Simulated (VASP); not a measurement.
# Cl: single point with PBE+D3(BJ)

Crystal: Cl.

```
Cl
1.0
     3.14500   -2.25000    0.00000
     3.14500    2.25000    0.00000
     0.00000    0.00000    8.21000
Cl
4
Direct
  0.88444 0.11556 0.10552
  0.61556 0.38444 0.60552
  0.11556 0.88444 0.89448
  0.38444 0.61556 0.39448
```

- Program: VASP 6.6.1
- Task: single point
- Functional: PBE
- Dispersion: D3(BJ)
- Potentials or basis: VASP PAW PBE potentials, release 64 (Cl)
- Cutoff: 520 eV
- k mesh: 8 × 8 × 4
- Occupations: gaussian, width 0.02 eV
- Spin: no spin polarisation
- Dipole correction: no
- Further INCAR settings: ALGO = Normal; EDIFF = 1e-06; NBANDS = 22

| Item | Value |
| --- | --- |
| Pressure | -0.8 GPa |
| Largest force | 0.180 eV/Å |
| Band gap on the k mesh | 2.46 eV |
| Dispersion energy per atom | -0.151 eV |

Forces on the atoms (eV/Å):
```
Cl   0.000 -0.090 -0.156
Cl   0.000  0.090 -0.156
Cl   0.000  0.090  0.156
Cl   0.000 -0.090  0.156
```

Stress tensor (GPa, compression positive):
```
 0.03  0.00  0.00
 0.00 -1.00  0.00
 0.00  0.00 -1.43
```

Levels at points of the mesh, in eV from the valence-band top:
```csv
k point,band 12,band 13,band 14,band 15,band 16,band 17
"(0.00, 0.00, 0.00)",-0.19,-0.09,0.00,2.46,3.13,6.89
"(0.50, 0.00, 0.00)",-0.61,-0.14,-0.14,2.93,2.93,8.34
"(0.50, 0.50, 0.00)",-0.94,-0.20,-0.02,2.56,2.86,8.41
"(0.00, 0.00, 0.50)",-0.54,-0.04,-0.04,2.71,2.71,7.40
"(0.50, 0.00, 0.50)",-0.45,-0.02,-0.02,2.80,2.80,8.57
"(0.50, 0.50, 0.50)",-0.64,-0.53,-0.53,2.65,2.65,8.92
```

Run time: 3 min on 1 thread of Intel Xeon 8259CL (shared host), peak memory 0.29 GiB.

A k mesh can miss the band edges.
